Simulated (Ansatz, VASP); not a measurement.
SrTiO3: VASP beside Ansatz

```
CELL_PARAMETERS angstrom
7.81056 0.00000 0.00000
0.00000 7.81056 0.00000
0.00000 0.00000 7.81056
ATOMIC_POSITIONS crystal
Sr 0.25000 0.25000 0.25000
Sr 0.25000 0.25000 0.75000
Sr 0.25000 0.75000 0.25000
Sr 0.25000 0.75000 0.75000
Sr 0.75000 0.25000 0.25000
Sr 0.75000 0.25000 0.75000
Sr 0.75000 0.75000 0.25000
Sr 0.75000 0.75000 0.75000
Ti 0.00000 0.00000 0.00000
Ti 0.00000 0.00000 0.50000
Ti 0.00000 0.50000 0.00000
Ti 0.00000 0.50000 0.50000
Ti 0.50000 0.00000 0.00000
Ti 0.50000 0.00000 0.50000
Ti 0.50000 0.50000 0.00000
Ti 0.50000 0.50000 0.50000
O 0.25000 0.00000 0.00000
O 0.25000 0.00000 0.50000
O 0.25000 0.50000 0.00000
O 0.25000 0.50000 0.50000
O 0.75000 0.00000 0.00000
O 0.75000 0.00000 0.50000
O 0.75000 0.50000 0.00000
O 0.75000 0.50000 0.50000
O 0.00000 0.25000 0.00000
O 0.00000 0.25000 0.50000
O 0.00000 0.75000 0.00000
O 0.00000 0.75000 0.50000
O 0.50000 0.25000 0.00000
O 0.50000 0.25000 0.50000
O 0.50000 0.75000 0.00000
O 0.50000 0.75000 0.50000
O 0.00000 0.00000 0.25000
O 0.00000 0.00000 0.75000
O 0.00000 0.50000 0.25000
O 0.00000 0.50000 0.75000
O 0.50000 0.00000 0.25000
O 0.50000 0.00000 0.75000
O 0.50000 0.50000 0.25000
O 0.50000 0.50000 0.75000
```

Alike in both runs: task single point; functional PBE; k mesh 2 × 2 × 2; occupations gaussian, width 0.05 eV; no spin polarisation.

|  | VASP | Ansatz |
| --- | --- | --- |
| version | VASP 6.6.1 | Ansatz 0.2.0 |
| potentials or method | VASP PAW PBE potentials, release 64 (Sr_sv, Ti_sv, O), cutoff 520 eV | scalar-relativistic, plane waves, PAW |
| valence electrons in the cell | 320 | 320 |

```csv
,VASP,Ansatz,Ansatz less VASP
gap on the k mesh at the Fermi level (eV),1.84,1.87,+0.031
```
